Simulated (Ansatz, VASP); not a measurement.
**One calculation of WS2, two programs**

INCAR

```
SYSTEM = WS2
  ALGO = Normal
  EDIFF = 1E-6
  ENCUT = 520
  GGA = PS
  ISIF = 2
  ISMEAR = -1
  LASPH = .TRUE.
  LCHARG = .FALSE.
  LREAL = .FALSE.
  LWAVE = .FALSE.
  NBANDS = 49
  NELM = 80
  PREC = Accurate
  SIGMA = 0.08
```

KPOINTS

```
k-points
0
G
  12 12 1
  0 0 0
```

POSCAR

```
WS2
1.0
    3.1829541699      0.0000000000      0.0000000000
   -1.5914770850      2.7565191702      0.0000000000
    0.0000000000      0.0000000000     28.5322178600
W S
3 6
Direct
    0.6666666667      0.3333333333      0.6592864300
    0.3333333333      0.6666666667      0.8855337800
    0.3333333333      0.6666666667      0.4343616800
    0.6666666667      0.3333333333      0.9401857300
    0.6666666667      0.3333333333      0.4890304200
    0.3333333333      0.6666666667      0.7139522100
    0.6666666667      0.3333333333      0.8308482800
    0.6666666667      0.3333333333      0.3797102500
    0.3333333333      0.6666666667      0.6046252100
```

Input for Ansatz:

```yaml
crystal:
  lattice:
    - [3.1829541699, 0.0, 0.0]
    - [-1.591477085, 2.7565191702, 0.0]
    - [0.0, 0.0, 28.53221786]
  atoms:
    - { symbol: W, position: [0.6666666667, 0.3333333333, 0.65928643] }
    - { symbol: W, position: [0.3333333333, 0.6666666667, 0.88553378] }
    - { symbol: W, position: [0.3333333333, 0.6666666667, 0.43436168] }
    - { symbol: S, position: [0.6666666667, 0.3333333333, 0.94018573] }
    - { symbol: S, position: [0.6666666667, 0.3333333333, 0.48903042] }
    - { symbol: S, position: [0.3333333333, 0.6666666667, 0.71395221] }
    - { symbol: S, position: [0.6666666667, 0.3333333333, 0.83084828] }
    - { symbol: S, position: [0.6666666667, 0.3333333333, 0.37971025] }
    - { symbol: S, position: [0.3333333333, 0.6666666667, 0.60462521] }
basis:
  ecutwfc: 420
kpoints:
  mp_grid: { grid: [12, 12, 1] }
hamiltonian:
  xc: pbesol
scf:
  occupations: { method: fermi_dirac, width: 0.08 }
output:
  forces: true
  stress: true
  eigenvalues: true
```

Alike in both runs: task single point; functional PBEsol; k mesh 12 × 12 × 1; occupations fermi-dirac, width 0.08 eV; no spin polarisation.

```csv
,VASP,Ansatz
version,VASP 6.6.1,Ansatz 0.2.0
potentials or method,"VASP PAW PBE potentials, release 64 (W_sv, S), cutoff 520 eV","scalar-relativistic, plane waves, PAW"
valence electrons in the cell,78,78
```

Ansatz gave:

```
gap on the k mesh at the Fermi level (eV) : 1.32
least direct gap on the mesh (eV)         : 1.74
rms of the force components (eV/Å)        : 0.052
```

Question: Which values does VASP return?

Answer: gap on the k mesh at the Fermi level (eV): 1.34; least direct gap on the mesh (eV): 1.75; rms of the force components (eV/Å): 0.042.

VASP's potentials were made for PBE, not for PBEsol. Atom by atom the forces differ by 0.010 eV/Å (rms over components). The functional is the same, so the differences come from potentials, cutoffs and numerics.

Neither program's run includes spin-orbit coupling.
